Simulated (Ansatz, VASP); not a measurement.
# Sc12C in VASP and in Ansatz

```xyz
13
Lattice="6.6200 0.0000 0.0000 -4.9650 8.5996 0.0000 0.0000 0.0000 5.2761" Properties=species:S:1:pos:R:3 pbc="T T T"
Sc   -0.0138   -0.0172    0.0250
Sc   -0.0023    1.8618    2.6731
Sc   -1.6963    2.9141    0.0737
Sc   -1.7052    4.7531    2.5718
Sc   -3.3160    5.6661    0.0537
Sc   -3.3233    7.6923    2.6460
Sc    3.3273   -0.0423   -0.0047
Sc    3.3197    1.9846    2.5873
Sc    1.7086    2.8966    0.0703
Sc    1.7003    4.7355    2.5672
Sc    0.0066    5.7875   -0.0317
Sc    0.0176    7.6663    2.6154
C     3.3120    3.8255    1.3204
```

Alike in both runs: functional LDA; k mesh 3 × 2 × 3; occupations fermi-dirac, width 0.1 eV; no spin polarisation.

Ansatz relaxed the structure, and its values are those at the end. VASP's run is a single point on that final structure, the one shown.

|  | VASP | Ansatz |
| --- | --- | --- |
| version | VASP 6.6.1 | Ansatz 0.2.0 |
| potentials or method | VASP PAW LDA potentials, release 64 (Sc_sv, C), cutoff 520 eV | scalar-relativistic, plane waves, PAW |
| valence electrons in the cell | 136 | 136 |

VASP gave:

| Property | Result |
| --- | --- |
| rms of the force components (eV/Å) | 0.019 |

Problem. What did Ansatz give for the same quantities?

Solution. rms of the force components (eV/Å): 0.008.

LDA's correlation is that of Perdew and Zunger in VASP and of Perdew and Wang (1992) in Ansatz.

The k mesh is coarse, so the values compare programs but aren't converged.
